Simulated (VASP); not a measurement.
A run of VASP 6.6.1:

File INCAR:

```
SYSTEM = YSc
PREC     = Accurate       ! precision mode
ENCUT    = 520            ! plane-wave cutoff, eV
EDIFF    = 1E-6           ! SCF threshold, eV
ISMEAR   = 1              ! smearing method
SIGMA    = 0.1            ! smearing width, eV
LREAL    = .False.        ! projectors in reciprocal space
LASPH    = .True.         ! aspherical terms in the spheres
NELM     = 60             ! most SCF steps
ALGO     = Normal         ! electronic algorithm
ISIF     = 2              ! what is computed and relaxed
LWAVE    = .False.        ! write WAVECAR
LCHARG   = .False.        ! write CHGCAR
NBANDS   = 18             ! bands
```

File KPOINTS:

```
regular mesh
0
Gamma
  9 9 6
  0 0 0
```

POSCAR

```
YSc
1.0
    3.4725901894      0.0000000000      0.0000000000
   -1.7362950898      3.0073513167      0.0000000000
    0.0000000000      0.0000000000      5.3310786691
Y Sc
1 1
Direct
    0.0000000000      0.0000000000      0.0000000000
    0.3333333333      0.6666666667      0.5000000000
```

Potentials or basis: VASP PAW LDA potentials, release 64 (Y_sv, Sc_sv).

Command:

```bash
$ cat potpaw_LDA.64/Y_sv/POTCAR potpaw_LDA.64/Sc_sv/POTCAR > POTCAR
$ mpirun -np 1 vasp_std > vasp.out
```

Hardware: 1 thread of AMD EPYC 7R13 Processor (Zen 3), on a shared host.

**Question.** Estimate the wall time of this run.

**Answer.** Run time: 38 s on 1 thread of AMD EPYC 7R13 Processor (Zen 3) (shared host), peak memory 0.18 GiB. Counts: scf iterations 14, k points 48.
